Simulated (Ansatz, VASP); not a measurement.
**Two plane-wave programs on WS2**

The input INCAR:

```
ALGO     = Normal         # electronic algorithm
EDIFF    = 1E-6           # SCF threshold, eV
ENCUT    = 520            # plane-wave cutoff, eV
GGA      = PE             # functional
ISIF     = 2              # what is computed and relaxed
ISMEAR   = 0              # smearing method
LASPH    = T              # aspherical terms in the spheres
LCHARG   = F              # write CHGCAR
LREAL    = F              # projectors in reciprocal space
LWAVE    = F              # write WAVECAR
NBANDS   = 35             # bands
NELM     = 100            # most SCF steps
PREC     = Accurate       # precision mode
SIGMA    = 0.02           # smearing width, eV
```

The input KPOINTS:

```
k-points
0
Gamma
  12 12 4
```

Contents of POSCAR:

```
WS2
1.0
    3.2735870505      0.0000000000      0.0000000000
   -1.6367935253      2.8350095472      0.0000000000
    0.0000000000      0.0000000000     13.6178750000
W S
2 4
Direct
    0.3333333333      0.6666666667      0.2500000000
    0.6666666667      0.3333333333      0.7500000000
    0.3333333333      0.6666666667      0.6543484596
    0.6666666667      0.3333333333      0.1155074144
    0.3333333333      0.6666666667      0.8456515404
    0.6666666667      0.3333333333      0.3844925856
```

Input for Ansatz:

```yaml
crystal:
  lattice:
    - [3.2735870505, 0.0, 0.0]
    - [-1.6367935253, 2.8350095472, 0.0]
    - [0.0, 0.0, 13.617875]
  atoms:
    - { symbol: W, position: [0.3333333333, 0.6666666667, 0.25] }
    - { symbol: W, position: [0.6666666667, 0.3333333333, 0.75] }
    - { symbol: S, position: [0.3333333333, 0.6666666667, 0.6543484596] }
    - { symbol: S, position: [0.6666666667, 0.3333333333, 0.1155074144] }
    - { symbol: S, position: [0.3333333333, 0.6666666667, 0.8456515404] }
    - { symbol: S, position: [0.6666666667, 0.3333333333, 0.3844925856] }
basis:
  ecutwfc: 420
kpoints:
  mp_grid: { grid: [12, 12, 4] }
hamiltonian:
  xc: pbe
scf:
  occupations: { method: gaussian, width: 0.02 }
output:
  forces: true
  stress: true
  eigenvalues: true
```

Alike in both runs: task single point; functional PBE; k mesh 12 × 12 × 4; occupations gaussian, width 0.02 eV; no spin polarisation.

|  | VASP | Ansatz |
| --- | --- | --- |
| version | VASP 6.6.1 | Ansatz 0.2.0 |
| potentials or method | VASP PAW PBE potentials, release 64 (W_sv, S), cutoff 520 eV | scalar-relativistic, plane waves, PAW |
| valence electrons in the cell | 52 | 52 |

Ansatz gave:

```
gap on the k mesh at the Fermi level (eV)                     : none
pressure (GPa)                                                : -0.1
traceless stress, the component that is largest in VASP (GPa) : 1.92
rms of the force components (eV/Å)                            : 2.295
```

What did VASP give for the same quantities?

gap on the k mesh at the Fermi level (eV): none; pressure (GPa): -0.2; traceless stress, the component that is largest in VASP (GPa): 1.88; rms of the force components (eV/Å): 2.292.

Atom by atom the forces differ by 0.004 eV/Å (rms over components). A gap of «none» marks a metal or a gap that the smearing closes. With one functional, cell and mesh, what is left measures potentials, basis and numerics.

Neither program's run includes spin-orbit coupling.
